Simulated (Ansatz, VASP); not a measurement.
**ZrGe2Pd3: VASP beside Ansatz**

```
CELL_PARAMETERS angstrom
4.79979 0.00000 0.00000
-2.39989 4.15674 0.00000
0.00000 0.00000 5.38319
ATOMIC_POSITIONS crystal
Zr 0.66667 0.33333 0.00000
Ge 0.00000 0.00000 0.50000
Ge 0.66667 0.33333 0.50000
Pd 0.33333 0.66667 0.00000
Pd 0.00000 0.00000 0.00000
Pd 0.33333 0.66667 0.50000
```

Alike in both runs: functional PBE; k mesh 5 × 5 × 2; occupations gaussian, width 0.2 eV; no spin polarisation.

Ansatz relaxed the structure, and its values are those at the end. VASP's run is a single point on that final structure, the one shown.

|  | VASP | Ansatz |
| --- | --- | --- |
| version | VASP 6.6.1 | Ansatz 0.2.0 |
| potentials or method | VASP PAW PBE potentials, release 64 (Zr_sv, Ge_d, Pd), cutoff 520 eV | scalar-relativistic, plane waves, PAW |
| valence electrons in the cell | 70 | 94 |

```csv
,VASP,Ansatz,Ansatz less VASP
gap on the k mesh at the Fermi level (eV),none,none,-
pressure (GPa),0.1,0.1,+0.01
```

A gap of «none» marks a metal or a gap that the smearing closes. The functional is the same, so the differences come from potentials, cutoffs and numerics. VASP's potentials hold 70 valence electrons a cell and Ansatz's 94, so a difference there can come from the potentials and not from the codes.

The k mesh is coarse, so the values compare programs but aren't converged.
